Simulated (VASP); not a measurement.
# HgTe (Fm-3m) in VASP: further runs

Runs on HgTe. Level: r2SCAN. Tasks: single point, relaxation of cell and atoms.

All numbers are computed with VASP 6.6.1; they aren't measurements. Logs are shortened: lines on timing, memory, paths and dates and some standing lists are left out, and cuts for length are marked.

**1. The cell of the first run**

The structure is cubic, space group Fm-3m (No. 225). Conventional cell: a = 6.087 Å, b = 6.087 Å, c = 6.087 Å, α = 90.00°, β = 90.00°, γ = 90.00°. Within 4.0 Å of Hg (site symmetry m-3m) lie 6 Te at 3.04 Å. Te (site symmetry m-3m) has 6 Hg at 3.04 Å within 4.0 Å.

**2. Single point, r2SCAN**

File POSCAR:

```
HgTe
1.0
    0.0000000000      3.0434522814      3.0434522814
    3.0434522814      0.0000000000      3.0434522814
    3.0434522814      3.0434522814      0.0000000000
Hg Te
1 1
Direct
    0.0000000000      0.0000000000      0.0000000000
    0.5000000000      0.5000000000      0.5000000000
```

File INCAR.step1:

```
SYSTEM = HgTe
ALGO = Normal
EDIFF = 1E-4
ENCUT = 520
GGA = PE
ISMEAR = -1
LASPH = .TRUE.
LCHARG = .FALSE.
LREAL = .FALSE.
LWAVE = .TRUE.
NBANDS = 16
NELM = 80
PREC = Accurate
SIGMA = 0.02
```

File INCAR.step2:

```
SYSTEM = HgTe
ALGO = Normal
EDIFF = 1E-6
ENCUT = 520
ISIF = 2
ISMEAR = -1
ISTART = 1
LASPH = .TRUE.
LCHARG = .FALSE.
LMIXTAU = .TRUE.
LREAL = .FALSE.
LWAVE = .FALSE.
METAGGA = R2SCAN
NBANDS = 16
NELM = 80
PREC = Accurate
SIGMA = 0.02
```

File KPOINTS:

```
k-points
0
G
  8 8 8
  0 0 0
```

Potentials or basis: VASP PAW PBE potentials, release 64 (Hg, Te).

The run is started by

```bash
cat potpaw_PBE.64/Hg/POTCAR potpaw_PBE.64/Te/POTCAR > POTCAR
cp INCAR.step1 INCAR
mpirun -np 1 vasp_std > vasp.out
cp INCAR.step2 INCAR
mpirun -np 1 vasp_std > vasp.out
```

OUTCAR:

```text
SYSTEM = HgTe
   EDIFF = 1E-6
   ENCUT = 520
   ISIF = 2
   ISMEAR = -1
   ISTART = 1
   LASPH = .TRUE.
   LREAL = .FALSE.
   METAGGA = R2SCAN
   NELM = 80
   PREC = Accurate

 ion  position               nearest neighbor table
   1  0.000  0.000  0.000-   2 3.04   2 3.04   2 3.04   2 3.04   2 3.04   2 3.04
   2  0.500  0.500  0.500-   1 3.04   1 3.04   1 3.04   1 3.04   1 3.04   1 3.04

  LATTYP: Found a face centered cubic cell.
 ALAT       =     6.0869045628

  Lattice vectors:

 A1 = (   0.0000000000,   3.0434522814,   3.0434522814)
 A2 = (   3.0434522814,   0.0000000000,   3.0434522814)
 A3 = (   3.0434522814,   3.0434522814,   0.0000000000)

Analysis of symmetry for initial positions (statically):
=====================================================================
 Subroutine PRICEL returns:
 Original cell was already a primitive cell.

 Routine SETGRP: Setting up the symmetry group for a
 face centered cubic supercell.

 Subroutine GETGRP returns: Found 48 space group operations
 (whereof 48 operations were pure point group operations)
 out of a pool of 48 trial point group operations.

The static configuration has the point symmetry O_h .

Analysis of symmetry for dynamics (positions and initial velocities):
=====================================================================
 Subroutine PRICEL returns:
 Original cell was already a primitive cell.

 Routine SETGRP: Setting up the symmetry group for a
 face centered cubic supercell.

 Subroutine GETGRP returns: Found 48 space group operations
 (whereof 48 operations were pure point group operations)
 out of a pool of 48 trial point group operations.

The dynamic configuration has the point symmetry O_h .

 Subroutine INISYM returns: Found 48 space group operations
 (whereof 48 operations are pure point group operations),
 and found     1 'primitive' translations

----------------------------------------------------------------------------------------

                                     Primitive cell

  volume of cell :      56.3806

  direct lattice vectors                    reciprocal lattice vectors
     0.000000000  3.043452281  3.043452281    -0.164287117  0.164287117  0.164287117
     3.043452281  0.000000000  3.043452281     0.164287117 -0.164287117  0.164287117
     3.043452281  3.043452281  0.000000000     0.164287117  0.164287117 -0.164287117

  length of vectors
     4.304091493  4.304091493  4.304091493     0.284553633  0.284553633  0.284553633

  position of ions in fractional coordinates (direct lattice)
     0.000000000  0.000000000  0.000000000
     0.500000000  0.500000000  0.500000000

  ion indices of the primitive-cell ions
   primitive index   ion index
                 1           1
                 2           2

----------------------------------------------------------------------------------------

 KPOINTS: k-points

Automatic generation of k-mesh.
 Grid dimensions read from file:
 generate k-points for:    8    8    8

 Generating k-lattice:

  Cartesian coordinates                     Fractional coordinates (reciprocal lattice)
    -0.020535890  0.020535890  0.020535890     0.125000000  0.000000000  0.000000000
     0.020535890 -0.020535890  0.020535890     0.000000000  0.125000000  0.000000000
     0.020535890  0.020535890 -0.020535890     0.000000000  0.000000000  0.125000000

  Length of vectors
     0.035569204  0.035569204  0.035569204

  Shift w.r.t. Gamma in fractional coordinates (k-lattice)
     0.000000000  0.000000000  0.000000000

 Subroutine IBZKPT returns following result:
 ===========================================

 Found     29 irreducible k-points:

 Following reciprocal coordinates:
            Coordinates               Weight
  0.000000  0.000000  0.000000      1.000000
  0.125000  0.000000  0.000000      8.000000
  0.250000  0.000000  0.000000      8.000000
  0.375000  0.000000  0.000000      8.000000
  0.500000  0.000000  0.000000      4.000000
  0.125000  0.125000  0.000000      6.000000
[... 16 lines left out ...]
  0.500000  0.250000  0.125000     48.000000
 -0.375000  0.250000  0.125000     24.000000
 [... further k-points ...]
   k-points           NKPTS =     29   k-points in BZ     NKDIM =     29   number of bands    NBANDS=     16
   number of dos      NEDOS =    301   number of ions     NIONS =      2
   total plane-waves  NPLWV =  32768
   dimension x,y,z NGX =    32 NGY =   32 NGZ =   32
   dimension x,y,z NGXF=    64 NGYF=   64 NGZF=   64
   ions per type =               1   1
   NGX,Y,Z   is equivalent  to a cutoff of  12.36, 12.36, 12.36 a.u.
   NGXF,Y,Z  is equivalent  to a cutoff of  24.72, 24.72, 24.72 a.u.
 SYSTEM =  HgTe
   PREC   = accura    normal or accurate (medium, high low for compatibility)
   ISTART =      1    job   : 0-new  1-cont  2-samecut
   ICHARG =      0    charge: 1-file 2-atom 10-const
   ISPIN  =      1    spin polarized calculation?
   LNONCOLLINEAR =      F non collinear calculations
   LSORBIT =      F    spin-orbit coupling
   LASPH  =      T    aspherical Exc in radial PAW
   ENCUT  =  520.0 eV  38.22 Ry    6.18 a.u.   8.00  8.00  8.00*2*pi/ulx,y,z
   NELM   =     80;   NELMIN=  2; NELMDL=  0     # of ELM steps
   EDIFF  = 0.1E-05   stopping-criterion for ELM
   LREAL  =      F    real-space projection
   EDIFFG = 0.1E-04   stopping-criterion for IOM
   NSW    =      0    number of steps for IOM
   IBRION =     -1    ionic relax: 0-MD 1-quasi-New 2-CG
   NFREE  =      0    steps in history (QN), initial steepest desc. (CG)
   ISIF   =      2    stress and relaxation
   ISYM   =      2    0-nonsym 1-usesym 2-fastsym
   POTIM  = 0.5000    time-step for ionic-motion
   TEBEG  =    0.0;   TEEND  =   0.0 temperature during run
   PSTRESS=    0.0 pullay stress
   NELECT =      18.0000    total number of electrons
   NUPDOWN=      -1.0000    fix difference up-down
   EMIN   =  10.00;   EMAX   =-10.00  energy-range for DOS
   EFERMI =   0.00;   METHOD = LEGACY
   ISMEAR =    -1;   SIGMA  =   0.02  broadening in eV -4-tet -1-fermi 0-gaus
   EFERMI_NEDOS =   21; number of points for ismear=-14 and -15
   IALGO  =     38    algorithm
   IMIX   =      4    mixing-type and parameters
     AMIX     =   0.40;   BMIX     =  1.00
     AMIX_MAG =   1.60;   BMIX_MAG =  1.00
  volume/ion in A,a.u.               =      28.19       190.24
  Fermi-wavevector in a.u.,A,eV,Ry     =   1.118895  2.114404 17.033475  1.251925
  Thomas-Fermi vector in A             =   2.255529
   LORBIT       =      0    0 simple, 1 ext, 2 COOP (PROOUT), +10 PAW based schemes
   METAGGA = R2SCAN    functional components
   LHFCALC =     F    Hartree Fock is set to
   AEXX    =    0.0000 exact exchange contribution
   IVDW    =     0    specifies the selected vdW correction
   LEPSILON=     F    determine dielectric tensor
   LRPA    =     F    only Hartree local field effects (RPA)
 non-spin polarized calculation
  energy-cutoff  :      520.00
  volume of cell :       56.38
 maximum number of plane-waves:      1540
   NGX = 17   NGY = 17   NGZ = 17

 number of electron      18.0000003 magnetization

 Free energy of the ion-electron system (eV)
  ---------------------------------------------------
  ext. energy  EPLUGINS =         0.00000000
  ---------------------------------------------------
  free energy    TOTEN  =       -74.85440106 eV

  energy without entropy =      -74.85149786  energy(sigma->0) =      -74.85294946

 E-fermi :   4.4033     XC(G=0): -10.4600

 val. band max:        4.3601501122   @ k =   0.3750   0.0000   0.0000
 cond. band min:       4.4256732756   @ k =   0.3750   0.2500   0.0000
 fundamental gap:      0.0655231635
 Fermi energy:         4.4033248713

 k-point     1 :       0.0000    0.0000    0.0000
  band No.  band energies     occupation
      1      -8.2156      2.00000
      2      -2.7599      2.00000
      3      -2.7599      2.00000
      4      -2.6922      2.00000
      5      -2.6922      2.00000
      6      -2.6922      2.00000
[... 8 lines left out ...]
     15      12.5791      0.00000
     16      12.5791      0.00000

 k-point     2 :       0.1250    0.0000    0.0000
  band No.  band energies     occupation
      1      -8.0721      2.00000
      2      -2.8144      2.00000
      3      -2.8144      2.00000
      4      -2.7105      2.00000
      5      -2.6720      2.00000
      6      -2.6720      2.00000
[... 8 lines left out ...]
     15      12.8510      0.00000
     16      12.8510      0.00000

 k-point     3 :       0.2500    0.0000    0.0000
  band No.  band energies     occupation
      1      -7.6761      2.00000
      2      -2.9487      2.00000
      3      -2.9487      2.00000
      4      -2.7872      2.00000
      5      -2.6129      2.00000
      6      -2.6129      2.00000
[... 8 lines left out ...]
     15      13.6271      0.00000
     16      13.6271      0.00000

 k-point     4 :       0.3750    0.0000    0.0000
  band No.  band energies     occupation
      1      -7.1701      2.00000
      2      -3.0762      2.00000
      3      -3.0762      2.00000
      4      -2.9884      2.00000
      5      -2.5510      2.00000
      6      -2.5510      2.00000
[... 8 lines left out ...]
     15      14.8227      0.00000
     16      14.8227      0.00000

 k-point     5 :       0.5000    0.0000    0.0000
  band No.  band energies     occupation
      1      -6.9032      2.00000
      2      -3.1697      2.00000
      3      -3.1269      2.00000
      4      -3.1269      2.00000
      5      -2.5248      2.00000
      6      -2.5248      2.00000
[... 8 lines left out ...]
     15      15.7559      0.00000
     16      15.7559      0.00000

 k-point     6 :       0.1250    0.1250    0.0000
  band No.  band energies     occupation
      1      -8.0303      2.00000
      2      -2.8940      2.00000
      3      -2.7457      2.00000
      4      -2.7119      2.00000
      5      -2.6716      2.00000
      6      -2.6716      2.00000
[... 8 lines left out ...]
     15      14.0149      0.00000
     16      14.0149      0.00000

 k-point     7 :       0.2500    0.1250    0.0000
  band No.  band energies     occupation
      1      -7.7368      2.00000
      2      -3.0132      2.00000
      3      -2.8122      2.00000
      4      -2.7439      2.00000
      5      -2.6361      2.00000
      6      -2.6107      2.00000
[... 8 lines left out ...]
     15      14.1670      0.00000
     16      14.5349      0.00000

 k-point     8 :       0.3750    0.1250    0.0000
  band No.  band energies     occupation
      1      -7.2918      2.00000
      2      -3.0889      2.00000
      3      -2.9509      2.00000
      4      -2.8312      2.00000
      5      -2.5793      2.00000
      6      -2.5428      2.00000
[... 8 lines left out ...]
     15      15.0782      0.00000
     16      15.4717      0.00000

 k-point     9 :       0.5000    0.1250    0.0000
  band No.  band energies     occupation
      1      -6.9460      2.00000
      2      -3.0676      2.00000
      3      -3.0613      2.00000
      4      -2.9978      2.00000
      5      -2.5280      2.00000
      6      -2.5168      2.00000
[... 8 lines left out ...]
     15      15.8848      0.00000
     16      16.4828      0.00000
[... 172 lines left out ...]
 k-point    19 :       0.5000    0.3750    0.0000
  band No.  band energies     occupation
      1      -7.1112      2.00000
      2      -2.8127      2.00000
      3      -2.7379      2.00000
      4      -2.5215      2.00000
      5      -2.4676      2.00000
      6      -2.0982      2.00000
[... 8 lines left out ...]
     15      16.8862      0.00000
     16      18.0040      0.00000

 k-point    20 :      -0.3750    0.3750    0.0000
  band No.  band energies     occupation
      1      -6.9899      2.00000
      2      -2.8846      2.00000
      3      -2.8229      2.00000
      4      -2.5941      2.00000
      5      -2.4818      2.00000
      6      -2.0797      2.00000
[... 8 lines left out ...]
     15      15.4423      0.00000
     16      17.8758      0.00000

 k-point    21 :       0.5000    0.5000    0.0000
  band No.  band energies     occupation
      1      -7.1390      2.00000
      2      -2.8264      2.00000
      3      -2.6619      2.00000
      4      -2.4496      2.00000
      5      -2.4496      2.00000
      6      -1.7833      2.00000
[... 8 lines left out ...]
     15      17.7451      0.00000
     16      17.7451      0.00000

 k-point    22 :       0.3750    0.2500    0.1250
  band No.  band energies     occupation
      1      -7.4382      2.00000
      2      -3.0620      2.00000
      3      -2.8829      2.00000
      4      -2.7560      2.00000
      5      -2.5944      2.00000
      6      -2.5463      2.00000
[... 8 lines left out ...]
     15      15.2526      0.00000
     16      15.9578      0.00000

 k-point    23 :       0.5000    0.2500    0.1250
  band No.  band energies     occupation
      1      -7.0939      2.00000
      2      -3.0098      2.00000
      3      -2.9961      2.00000
      4      -2.7727      2.00000
      5      -2.5405      2.00000
      6      -2.4806      2.00000
[... 8 lines left out ...]
     15      15.5095      0.00000
     16      16.3841      0.00000

 k-point    24 :      -0.3750    0.2500    0.1250
  band No.  band energies     occupation
      1      -6.9334      2.00000
      2      -3.0691      2.00000
      3      -2.8875      2.00000
      4      -2.8098      2.00000
      5      -2.5077      2.00000
      6      -2.4507      2.00000
[... 8 lines left out ...]
     15      14.4845      0.00000
     16      16.9149      0.00000

 [... further k-points ...]
[... 5 lines left out ...]
  --------------------------------------------------------------------------------------
  -------------------------------------------------------------------------------------
  Total        0.1437737      0.1437737      0.1437737      0.0000000     -0.0000000      0.0000000
  in kB        4.0856454      4.0856454      4.0856454      0.0000000     -0.0000000      0.0000000
  external PRESSURE =       4.0856454 kB  Pullay stress =       0.0000000 kB

 VOLUME and BASIS-vectors are now :
 -----------------------------------------------------------------------------
  energy-cutoff  :      520.00
  volume of cell :       56.38
      direct lattice vectors                 reciprocal lattice vectors
     0.000000000  3.043452281  3.043452281    -0.164287117  0.164287117  0.164287117
     3.043452281  0.000000000  3.043452281     0.164287117 -0.164287117  0.164287117
     3.043452281  3.043452281  0.000000000     0.164287117  0.164287117 -0.164287117

 POSITION                                       TOTAL-FORCE (eV/Angst)
 -----------------------------------------------------------------------------------
      0.00000      0.00000      0.00000        -0.000000     -0.000000     -0.000000
      3.04345      3.04345      3.04345         0.000000      0.000000      0.000000
 -----------------------------------------------------------------------------------
    total drift:                                0.000000     -0.000000     -0.000000

  FREE ENERGIE OF THE ION-ELECTRON SYSTEM (eV)
  ---------------------------------------------------
  free  energy   TOTEN  =       -74.8544010619 eV

  energy  without entropy=      -74.8514978583  energy(sigma->0) =      -74.85294946
```

Wall time 42 s (1 thread of Intel Xeon 6975P-C (Granite Rapids), shared host); peak memory 0.19 GiB.

Results:

```yaml
Free_energy: -74.8544 eV
Pressure: 0.4 GPa
Band_gap_on_the_k_mesh: zero (band 9 reaches 4.55 eV, above the bottom of band 10 at 1.90 eV)
```

Levels at points of the mesh, in eV from the Fermi level:
```csv
k point,band 5,band 6,band 7,band 8,band 9,band 10,band 11,band 12,band 13,band 14
"(0.00, 0.00, 0.00)",-7.10,-7.10,-0.90,-0.90,-0.90,-0.73,7.97,7.97,7.97,8.18
"(0.50, 0.00, 0.00)",-6.93,-6.93,-5.86,0.14,0.14,2.94,3.87,4.14,4.14,10.92
"(0.50, 0.50, 0.00)",-6.85,-6.19,-4.55,-2.82,-2.51,-2.51,5.07,9.70,9.70,10.30
```

Caveat: the PAW data sets were made with another functional, which shifts forces and pressure a little; spin-orbit coupling is left out, which moves the levels of the heavy elements.

**3. Relaxation of cell and atoms, r2SCAN**

This run uses another cell than the first one, of 28.92 Å³/atom, 1.026 times its volume.

File POSCAR:

```
HgTe
1.0
    0.0000000000      3.0695573659      3.0695573659
    3.0695573659      0.0000000000      3.0695573659
    3.0695573659      3.0695573659      0.0000000000
Hg Te
1 1
Direct
    0.0000000000      0.0000000000      0.0000000000
    0.5000000000      0.5000000000      0.5000000000
```

File INCAR.step1:

```
SYSTEM = HgTe
  PREC = Accurate
  ENCUT = 600
  ISMEAR = -1
  SIGMA = 0.02
  LREAL = .False.
  LASPH = .True.
  NELM = 60
  GGA = PE
  ALGO = Normal
  EDIFF = 1E-4
  LWAVE = .True.
  LCHARG = .False.
```

File INCAR.step2:

```
SYSTEM = HgTe
  PREC = Accurate
  ENCUT = 600
  EDIFF = 1E-6
  ISMEAR = -1
  SIGMA = 0.02
  LREAL = .False.
  LASPH = .True.
  NELM = 60
  ALGO = Normal
  ISIF = 3
  LWAVE = .False.
  LCHARG = .False.
  METAGGA = R2SCAN
  LMIXTAU = .True.
  IBRION = 2
  NSW = 80
  EDIFFG = -0.005
  ISTART = 1
```

File KPOINTS:

```
Automatic mesh
0
Gamma
  6 6 6
  0 0 0
```

Potentials or basis: VASP PAW PBE potentials, release 64 (Hg, Te).

The run is started by

```bash
cat potpaw_PBE.64/Hg/POTCAR potpaw_PBE.64/Te/POTCAR > POTCAR
cp INCAR.step1 INCAR
mpirun -np 1 vasp_std > vasp.out
cp INCAR.step2 INCAR
mpirun -np 1 vasp_std > vasp.out
```

Wall time 92 s (1 thread of Intel Xeon 6975P-C (Granite Rapids), shared host); peak memory 0.23 GiB.

Results (log left out):

```
Free energy                            : -74.8952 eV
Relaxed volume                         : 28.27 Å³/atom
Relaxed cell                           : a = 4.308 Å, b = 4.308 Å, c = 4.308 Å, α = 60.00°, β = 60.00°, γ = 60.00°
Space group after relaxing (to 0.05 Å) : Fm-3m (No. 225)
Energy gained by relaxing              : 2.5 meV/atom
Ionic steps                            : 3
Pressure after relaxing                : 0.0 GPa
Band gap on the k mesh                 : zero (band 9 reaches 4.49 eV, above the bottom of band 10 at 1.85 eV)
```

Step by step:
```
step  energy change (eV)  largest force (eV/Å)  pressure (GPa)  volume (Å³)
   1              0.0000                0.0000           -1.17        57.84
   2             -0.0043                0.0000            0.44        56.10
   3             -0.0049                0.0000            0.01        56.53
```

Final structure:
```cif
data_structure
_symmetry_space_group_name_H-M 'P 1'
_symmetry_Int_Tables_number 1
_cell_length_a 4.3080
_cell_length_b 4.3080
_cell_length_c 4.3080
_cell_angle_alpha 60.000
_cell_angle_beta 60.000
_cell_angle_gamma 60.000
_cell_volume 56.53
loop_
_atom_site_label
_atom_site_type_symbol
_atom_site_fract_x
_atom_site_fract_y
_atom_site_fract_z
_atom_site_occupancy
Hg1 Hg 0.00000 0.00000 0.00000 1
Te1 Te 0.50000 0.50000 0.50000 1
```

Levels at points of the mesh, in eV from the Fermi level:
```csv
k point,band 6,band 7,band 8,band 9,band 10,band 11,band 12,band 13
"(0.00, 0.00, 0.00)",-7.00,-0.87,-0.87,-0.87,-0.70,8.02,8.02,8.02
"(0.50, 0.00, 0.00)",-6.83,-5.79,0.17,0.17,2.99,3.91,4.20,4.20
"(0.50, 0.50, 0.00)",-6.11,-4.49,-2.76,-2.46,-2.46,5.13,9.73,9.73
```

Caveat: the PAW data sets were made with another functional, which shifts forces and pressure a little; spin-orbit coupling is left out, which moves the levels of the heavy elements.
